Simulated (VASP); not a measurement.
# MoS2 (P-3m1) in VASP: further runs, part 2 of 2

VASP 6.6.1. Earlier steps stand in the parts before.

### Step 4. Single point, r2SCAN+rVV10

This run uses another cell than the first one, of 18.22 Å³/atom.

POSCAR reads:

```
MoS2
1.0
    3.1838448285      0.0000000000      0.0000000000
   -1.5919224143      2.7572905031      0.0000000000
    0.0000000000      0.0000000000      6.2271592669
Mo S
1 2
Direct
    0.0000000000      0.0000000000      0.5000000000
    0.6666666667      0.3333333333      0.7446806800
    0.3333333333      0.6666666667      0.2553193200
```

INCAR.step1 reads:

```
SYSTEM = MoS2
ALGO = Normal
EDIFF = 1E-4
ENCUT = 520
GGA = PE
ISMEAR = -1
LASPH = .TRUE.
LCHARG = .FALSE.
LREAL = .FALSE.
LWAVE = .TRUE.
NBANDS = 20
NELM = 60
PREC = Accurate
SIGMA = 0.05
```

INCAR.step2 reads:

```
SYSTEM = MoS2
ALGO = Normal
BPARAM = 11.95
CPARAM = 0.0093
EDIFF = 1E-7
ENCUT = 520
ISIF = 2
ISMEAR = -1
ISTART = 1
IVDW_NL = 2
LASPH = .TRUE.
LCHARG = .TRUE.
LELF = .TRUE.
LMIXTAU = .TRUE.
LREAL = .FALSE.
LUSE_VDW = .TRUE.
LVHAR = .TRUE.
LWAVE = .FALSE.
METAGGA = R2SCAN
NBANDS = 20
NELM = 60
PREC = Accurate
SIGMA = 0.05
```

KPOINTS reads:

```
k-points
0
G
  9 9 4
  0 0 0
```

Potentials or basis: VASP PAW PBE potentials, release 64 (Mo_sv, S).

On the command line:

```
cat potpaw_PBE.64/Mo_sv/POTCAR potpaw_PBE.64/S/POTCAR > POTCAR
cp INCAR.step1 INCAR
mpirun -np 1 vasp_std > vasp.out
cp INCAR.step2 INCAR
mpirun -np 1 vasp_std > vasp.out
```

OUTCAR:

```text
SYSTEM = MoS2
   BPARAM = 11.95
   EDIFF = 1E-7
   ENCUT = 520
   ISIF = 2
   ISMEAR = -1
   ISTART = 1
   IVDW_NL = 2
   LASPH = .TRUE.
   LREAL = .FALSE.
   METAGGA = R2SCAN
   NELM = 60
   PREC = Accurate

 ion  position               nearest neighbor table
   1  0.000  0.000  0.500-   2 2.39   3 2.39   3 2.39   2 2.39   2 2.39   3 2.39
   2  0.667  0.333  0.745-   1 2.39   1 2.39   1 2.39
   3  0.333  0.667  0.255-   1 2.39   1 2.39   1 2.39

  LATTYP: Found a hexagonal cell.
 ALAT       =     3.1838448285
 C/A-ratio  =     1.9558614199

  Lattice vectors:

 A1 = (   3.1838448285,   0.0000000000,   0.0000000000)
 A2 = (  -1.5919224143,   2.7572905031,   0.0000000000)
 A3 = (   0.0000000000,   0.0000000000,   6.2271592669)

Analysis of symmetry for initial positions (statically):
=====================================================================
 Subroutine PRICEL returns:
 Original cell was already a primitive cell.

 Routine SETGRP: Setting up the symmetry group for a
 hexagonal supercell.

 Subroutine GETGRP returns: Found 12 space group operations
 (whereof 12 operations were pure point group operations)
 out of a pool of 24 trial point group operations.

The static configuration has the point symmetry D_3d.

Analysis of symmetry for dynamics (positions and initial velocities):
=====================================================================
 Subroutine PRICEL returns:
 Original cell was already a primitive cell.

 Routine SETGRP: Setting up the symmetry group for a
 hexagonal supercell.

 Subroutine GETGRP returns: Found 12 space group operations
 (whereof 12 operations were pure point group operations)
 out of a pool of 24 trial point group operations.

The dynamic configuration has the point symmetry D_3d.

 Subroutine INISYM returns: Found 12 space group operations
 (whereof 12 operations are pure point group operations),
 and found     1 'primitive' translations
[... 107 lines left out ...]
   PSTRESS=    0.0 pullay stress
   NELECT =      26.0000    total number of electrons
   NUPDOWN=      -1.0000    fix difference up-down
   EMIN   =  10.00;   EMAX   =-10.00  energy-range for DOS
   EFERMI =   0.00;   METHOD = LEGACY
   ISMEAR =    -1;   SIGMA  =   0.05  broadening in eV -4-tet -1-fermi 0-gaus
   EFERMI_NEDOS =   21; number of points for ismear=-14 and -15
   IALGO  =     38    algorithm
   IMIX   =      4    mixing-type and parameters
     AMIX     =   0.40;   BMIX     =  1.00
     AMIX_MAG =   1.60;   BMIX_MAG =  1.00
  volume/ion in A,a.u.               =      18.22       122.97
  Fermi-wavevector in a.u.,A,eV,Ry     =   1.277883  2.414849 22.218115  1.632985
  Thomas-Fermi vector in A             =   2.410457
   LORBIT       =      0    0 simple, 1 ext, 2 COOP (PROOUT), +10 PAW based schemes
   METAGGA = R2SCAN    functional components
   LHFCALC =     F    Hartree Fock is set to
   AEXX    =    0.0000 exact exchange contribution
   IVDW_NL    =     2    kernel type
   BPARAM     =11.9500
   IVDW    =     0    specifies the selected vdW correction
   LEPSILON=     F    determine dielectric tensor
   LRPA    =     F    only Hartree local field effects (RPA)
 non-spin polarized calculation
  energy-cutoff  :      520.00
  volume of cell :       54.67
 maximum number of plane-waves:      1506
   NGX = 11   NGY = 11   NGZ = 23

 number of electron      25.9999998 magnetization

 Free energy of the ion-electron system (eV)
  ---------------------------------------------------
  ext. energy  EPLUGINS =         0.00000000
  ---------------------------------------------------
  free energy    TOTEN  =       -43.63254560 eV

  energy without entropy =      -43.62438131  energy(sigma->0) =      -43.62846346

 E-fermi :   7.3552     XC(G=0): -11.3772

 val. band max:        7.3544163219   @ k =   0.3333   0.2222   0.0000
 cond. band min:       7.5333205762   @ k =  -0.1111   0.3333   0.2500
 fundamental gap:      0.1789042543
 Fermi energy:         7.3551588551

 k-point     1 :       0.0000    0.0000    0.0000
  band No.  band energies     occupation
      1     -56.4125      2.00000
      2     -29.7585      2.00000
      3     -29.6807      2.00000
      4     -29.6807      2.00000
      5      -8.5041      2.00000
      6      -6.8619      2.00000
[... 541 lines left out ...]
     19      16.1554      0.00000
     20      16.4152      0.00000

 [... further k-points ...]
[... 5 lines left out ...]
  --------------------------------------------------------------------------------------
  -------------------------------------------------------------------------------------
  Total        1.5815879      1.5815879      2.0582878     -0.0000000     -0.0000000      0.0000000
  in kB       46.3531798     46.3531798     60.3242989     -0.0000000     -0.0000000      0.0000000
  external PRESSURE =      51.0102195 kB  Pullay stress =       0.0000000 kB

 VOLUME and BASIS-vectors are now :
 -----------------------------------------------------------------------------
  energy-cutoff  :      520.00
  volume of cell :       54.67
      direct lattice vectors                 reciprocal lattice vectors
     3.183844828  0.000000000  0.000000000     0.314085659  0.181337440  0.000000000
    -1.591922414  2.757290503  0.000000000     0.000000000  0.362674879  0.000000000
     0.000000000  0.000000000  6.227159267     0.000000000  0.000000000  0.160586867

 POSITION                                       TOTAL-FORCE (eV/Angst)
 -----------------------------------------------------------------------------------
      0.00000      0.00000      3.11358         0.000000      0.000000      0.000000
      1.59192      0.91910      4.63725        -0.000000      0.000000      0.852860
     -0.00000      1.83819      1.58991         0.000000     -0.000000     -0.852860
 -----------------------------------------------------------------------------------
    total drift:                                0.000000     -0.000000      0.000000

  FREE ENERGIE OF THE ION-ELECTRON SYSTEM (eV)
  ---------------------------------------------------
  free  energy   TOTEN  =       -43.6325456034 eV

  energy  without entropy=      -43.6243813137  energy(sigma->0) =      -43.62846346
```

OUTCAR.step1:

```text
SYSTEM = MoS2
   EDIFF = 1E-4
   ENCUT = 520
   GGA = PE
   ISMEAR = -1
   LASPH = .TRUE.
   LREAL = .FALSE.
   NELM = 60
[... 774 lines left out ...]
      0.00000      0.00000      3.11358         0.000000      0.000000      0.000000
      1.59192      0.91910      4.63725        -0.000000      0.000000      0.960533
     -0.00000      1.83819      1.58991         0.000000      0.000000     -0.960533
 -----------------------------------------------------------------------------------
    total drift:                                0.000000     -0.000000      0.000000

  FREE ENERGIE OF THE ION-ELECTRON SYSTEM (eV)
  ---------------------------------------------------
  free  energy   TOTEN  =       -20.9565283555 eV

  energy  without entropy=      -20.9483380964  energy(sigma->0) =      -20.95243323
```

It took 5.9 min on 1 thread of Intel Xeon 8259CL, shared host; peak memory 0.31 GiB.

Results:

```
Free energy            : -43.6325 eV
Pressure               : 5.1 GPa
Largest force          : 0.853 eV/Å
Band gap on the k mesh : zero (bands 13 and 14 overlap by 1.20 eV)
```

Forces in eV/Å, atoms in the order of the input:
```
Mo   0.000  0.000  0.000
S    0.000  0.000  0.853
S    0.000  0.000 -0.853
```

Caveat: the cell stands under pressure; the PAW data sets were made with another functional, which shifts forces and pressure a little.

### Step 5. Single point, r2SCAN+rVV10

This run uses another cell than the first one, of 18.60 Å³/atom.

POSCAR reads:

```
MoS2
1.0
    3.2058030729      0.0000000000      0.0000000000
   -1.6029015365      2.7763069006      0.0000000000
    0.0000000000      0.0000000000      6.2701065500
Mo S
1 2
Direct
    0.0000000000      0.0000000000      0.5000000000
    0.6666666667      0.3333333333      0.7446806800
    0.3333333333      0.6666666667      0.2553193200
```

INCAR.step1 reads:

```
PREC = Accurate
ENCUT = 520
ISMEAR = -1
SIGMA = 0.05
LREAL = F
LASPH = T
NELM = 80
NBANDS = 20
GGA = PE
ALGO = Normal
EDIFF = 1E-4
LWAVE = T
LCHARG = F
```

INCAR.step2 reads:

```
PREC = Accurate
ENCUT = 520
EDIFF = 1E-6
ISMEAR = -1
SIGMA = 0.05
LREAL = F
LASPH = T
NELM = 80
ALGO = Normal
ISIF = 2
LWAVE = F
LCHARG = F
METAGGA = R2SCAN
LMIXTAU = T
LUSE_VDW = T
IVDW_NL = 2
BPARAM = 11.95
CPARAM = 0.0093
NBANDS = 20
ISTART = 1
```

KPOINTS reads:

```
regular mesh
0
Gamma
  9 9 4
```

On the command line:

```
cat potpaw_PBE.64/Mo_sv/POTCAR potpaw_PBE.64/S/POTCAR > POTCAR
cp INCAR.step1 INCAR
mpirun -np 1 vasp_std > vasp.out
cp INCAR.step2 INCAR
mpirun -np 1 vasp_std > vasp.out
```

It took 4.4 min on 1 thread of Intel Xeon 8259CL, shared host; peak memory 0.31 GiB.

The run converged. Its results:

- Free energy: -43.6575 eV
- Pressure: 1.9 GPa
- Largest force: 0.489 eV/Å
- Band gap on the k mesh: zero (bands 13 and 14 overlap by 1.20 eV)

Forces on the atoms (eV/Å):
```
Mo   0.000  0.000  0.000
S    0.000  0.000  0.489
S    0.000  0.000 -0.489
```

Stress tensor (GPa, compression positive):
```
1.55 0.00 0.00
0.00 1.55 0.00
0.00 0.00 2.60
```

Levels at points of the mesh, in eV from the Fermi level:
| k point | band 10 | band 11 | band 12 | band 13 | band 14 | band 15 | band 16 | band 17 |
| --- | --- | --- | --- | --- | --- | --- | --- | --- |
| (0.00, 0.00, 0.00) | -2.05 | -1.14 | -1.03 | -1.03 | -0.41 | -0.41 | 3.43 | 3.43 |
| (0.00, 0.00, 0.50) | -3.90 | -1.04 | -1.04 | -0.48 | -0.48 | -0.06 | 3.61 | 3.61 |

Caveat: the PAW data sets were made with another functional, which shifts forces and pressure a little.

### Step 6. Single point, r2SCAN+rVV10

This run uses another cell than the first one, of 18.98 Å³/atom.

POSCAR reads:

```
MoS2
1.0
    3.2274645616      0.0000000000      0.0000000000
   -1.6137322808      2.7950663001      0.0000000000
    0.0000000000      0.0000000000      6.3124734200
Mo S
1 2
Direct
    0.0000000000      0.0000000000      0.5000000000
    0.6666666667      0.3333333333      0.7446806800
    0.3333333333      0.6666666667      0.2553193200
```

INCAR.step1 reads:

```
SYSTEM = MoS2
PREC = Accurate ; ENCUT = 520
ISMEAR = -1 ; SIGMA = 0.05
LREAL = .FALSE. ; LASPH = .TRUE.
NELM = 100 ; NBANDS = 20
GGA = PE ; ALGO = Normal
EDIFF = 1E-4 ; LWAVE = .TRUE.
LCHARG = .FALSE.
```

INCAR.step2 reads:

```
SYSTEM = MoS2
PREC = Accurate ; ENCUT = 520
EDIFF = 1E-7 ; ISMEAR = -1
SIGMA = 0.05 ; LREAL = .FALSE.
LASPH = .TRUE. ; NELM = 100
ALGO = Normal ; ISIF = 2
LWAVE = .FALSE. ; LCHARG = .TRUE.
METAGGA = R2SCAN ; LMIXTAU = .TRUE.
LUSE_VDW = .TRUE. ; IVDW_NL = 2
BPARAM = 11.95 ; CPARAM = 0.0093
LELF = .TRUE. ; LVHAR = .TRUE.
NBANDS = 20 ; ISTART = 1
```

KPOINTS reads:

```
Automatic mesh
0
G
  9 9 4
  0 0 0
```

Potentials or basis: VASP PAW PBE potentials, release 64 (Mo_sv, S).

On the command line:

```
cat potpaw_PBE.64/Mo_sv/POTCAR potpaw_PBE.64/S/POTCAR > POTCAR
cp INCAR.step1 INCAR
mpirun -np 1 vasp_std > vasp.out
cp INCAR.step2 INCAR
mpirun -np 1 vasp_std > vasp.out
```

OUTCAR:

```text
SYSTEM = MoS2
   PREC = Accurate
   ENCUT = 520
   EDIFF = 1E-7
   ISMEAR = -1
   LREAL = .FALSE.
   LASPH = .TRUE.
   NELM = 100
   ISIF = 2
   METAGGA = R2SCAN
   IVDW_NL = 2
   BPARAM = 11.95
   ISTART = 1

 ion  position               nearest neighbor table
   1  0.000  0.000  0.500-   2 2.42   3 2.42   3 2.42   2 2.42   2 2.42   3 2.42
   2  0.667  0.333  0.745-   1 2.42   1 2.42   1 2.42
   3  0.333  0.667  0.255-   1 2.42   1 2.42   1 2.42

  LATTYP: Found a hexagonal cell.
 ALAT       =     3.2274645616
 C/A-ratio  =     1.9558614199

  Lattice vectors:

 A1 = (   3.2274645616,   0.0000000000,   0.0000000000)
 A2 = (  -1.6137322808,   2.7950663001,   0.0000000000)
 A3 = (   0.0000000000,   0.0000000000,   6.3124734200)

Analysis of symmetry for initial positions (statically):
=====================================================================
 Subroutine PRICEL returns:
 Original cell was already a primitive cell.

 Routine SETGRP: Setting up the symmetry group for a
 hexagonal supercell.

[... 159 lines left out ...]
 number of electron      26.0000001 magnetization

 Free energy of the ion-electron system (eV)
  ---------------------------------------------------
  ext. energy  EPLUGINS =         0.00000000
  ---------------------------------------------------
  free energy    TOTEN  =       -43.66096333 eV

  energy without entropy =      -43.65202622  energy(sigma->0) =      -43.65649478

 E-fermi :   6.8263     XC(G=0): -11.1616

 val. band max:        6.8245325470   @ k =   0.3333   0.2222   0.0000
 cond. band min:       6.9984005134   @ k =   0.0000   0.1111   0.2500
 fundamental gap:      0.1738679664
 Fermi energy:         6.8263153506

 k-point     1 :       0.0000    0.0000    0.0000
  band No.  band energies     occupation
      1     -56.9605      2.00000
      2     -30.2643      2.00000
      3     -30.2322      2.00000
      4     -30.2322      2.00000
      5      -8.7481      2.00000
      6      -7.2362      2.00000
[... 541 lines left out ...]
     19      15.5172      0.00000
     20      15.7708      0.00000

 [... further k-points ...]
[... 5 lines left out ...]
  --------------------------------------------------------------------------------------
  -------------------------------------------------------------------------------------
  Total       -0.4308460     -0.4308460     -0.1745515      0.0000000      0.0000000      0.0000000
  in kB      -12.1221449    -12.1221449     -4.9111264      0.0000000      0.0000000      0.0000000
  external PRESSURE =      -9.7184721 kB  Pullay stress =       0.0000000 kB

 VOLUME and BASIS-vectors are now :
 -----------------------------------------------------------------------------
  energy-cutoff  :      520.00
  volume of cell :       56.94
      direct lattice vectors                 reciprocal lattice vectors
     3.227464562  0.000000000  0.000000000     0.309840737  0.178886633  0.000000000
    -1.613732281  2.795066300  0.000000000     0.000000000  0.357773266  0.000000000
     0.000000000  0.000000000  6.312473420     0.000000000  0.000000000  0.158416509

 POSITION                                       TOTAL-FORCE (eV/Angst)
 -----------------------------------------------------------------------------------
      0.00000      0.00000      3.15624         0.000000      0.000000      0.000000
      1.61373      0.93169      4.70078        -0.000000      0.000000      0.151589
     -0.00000      1.86338      1.61170         0.000000      0.000000     -0.151589
 -----------------------------------------------------------------------------------
    total drift:                                0.000000     -0.000000      0.000000

  FREE ENERGIE OF THE ION-ELECTRON SYSTEM (eV)
  ---------------------------------------------------
  free  energy   TOTEN  =       -43.6609633342 eV

  energy  without entropy=      -43.6520262221  energy(sigma->0) =      -43.65649478
```

OSZICAR.step1:

```text
N       E                     dE             d eps       ncg     rms          rms(c)
DAV:   1     0.191088736805E+03    0.19109E+03   -0.14808E+04  1824   0.121E+03
DAV:   2    -0.154330388384E+02   -0.20652E+03   -0.20188E+03  2136   0.315E+02
DAV:   3    -0.225777472757E+02   -0.71447E+01   -0.70810E+01  2136   0.556E+01
DAV:   4    -0.226599716350E+02   -0.82224E-01   -0.82117E-01  2100   0.630E+00
DAV:   5    -0.226613482419E+02   -0.13766E-02   -0.13764E-02  2164   0.786E-01    0.226E+01
DAV:   6    -0.215916784216E+02    0.10697E+01   -0.16188E+01  1796   0.214E+01    0.948E+00
DAV:   7    -0.211515325071E+02    0.44015E+00   -0.65640E+00  1788   0.132E+01    0.594E+00
DAV:   8    -0.210114464588E+02    0.14009E+00   -0.79769E-01  1908   0.487E+00    0.178E+00
DAV:   9    -0.210135478675E+02   -0.21014E-02   -0.28474E-02  2028   0.104E+00    0.608E-01
DAV:  10    -0.210122454869E+02    0.13024E-02   -0.16370E-02  1916   0.770E-01    0.171E-01
DAV:  11    -0.210121181306E+02    0.12736E-03   -0.90264E-04  1984   0.197E-01    0.660E-02
DAV:  12    -0.210120734452E+02    0.44685E-04   -0.13121E-04  1060   0.724E-02
   1 F= -.21012073E+02 E0= -.21007646E+02  d E =-.885462E-02
```

Run time: 5.5 min. Hardware: 1 thread of Intel Xeon 8259CL, shared host; peak memory 0.31 GiB.

Results:

```
Free energy            : -43.6610 eV
Pressure               : -1.0 GPa
Largest force          : 0.152 eV/Å
Band gap on the k mesh : zero (bands 13 and 14 overlap by 1.19 eV)
```

Forces in eV/Å, atoms in the order of the input:
```
Mo   0.000  0.000  0.000
S    0.000  0.000  0.152
S    0.000  0.000 -0.152
```

Caveat: the PAW data sets were made with another functional, which shifts forces and pressure a little.

### Step 7. The runs side by side

| level | cell | gap on the mesh (eV) | pressure (GPa) | largest force (eV/Å) |
| --- | --- | --- | --- | --- |
| revPBE+D3(BJ) | a = 3.291, b = 3.291, c = 6.436 Å, angles 90.0, 90.0, 120.0°, 3 atoms | none | -10.2 | 0.55 |
| r2SCAN+rVV10 | a = 3.162, b = 3.162, c = 6.184 Å, angles 90.0, 90.0, 120.0°, 3 atoms | none | 8.7 | 1.25 |
| r2SCAN+rVV10 | a = 3.184, b = 3.184, c = 6.227 Å, angles 90.0, 90.0, 120.0°, 3 atoms | none | 5.1 | 0.85 |
| r2SCAN+rVV10 | a = 3.206, b = 3.206, c = 6.270 Å, angles 90.0, 90.0, 120.0°, 3 atoms | none | 1.9 | 0.49 |
| r2SCAN+rVV10 | a = 3.227, b = 3.227, c = 6.312 Å, angles 90.0, 90.0, 120.0°, 3 atoms | none | -1.0 | 0.15 |

Alike in all rows: task single point; potentials or basis VASP PAW PBE potentials, release 64 (Mo_sv, S); no spin polarisation; k mesh 9 × 9 × 4; cutoff (eV) 520; smearing fermi-dirac 0.05 eV.

Caveats: the PAW data sets were made with another functional, which shifts forces and pressure a little; the cell stands under pressure (at least some runs); the cell stands under tension (at least some runs).

Absolute energies hang on the potentials; compare differences alone.

The gap in the log of VASP goes by the Fermi energy; the results here count the filled bands.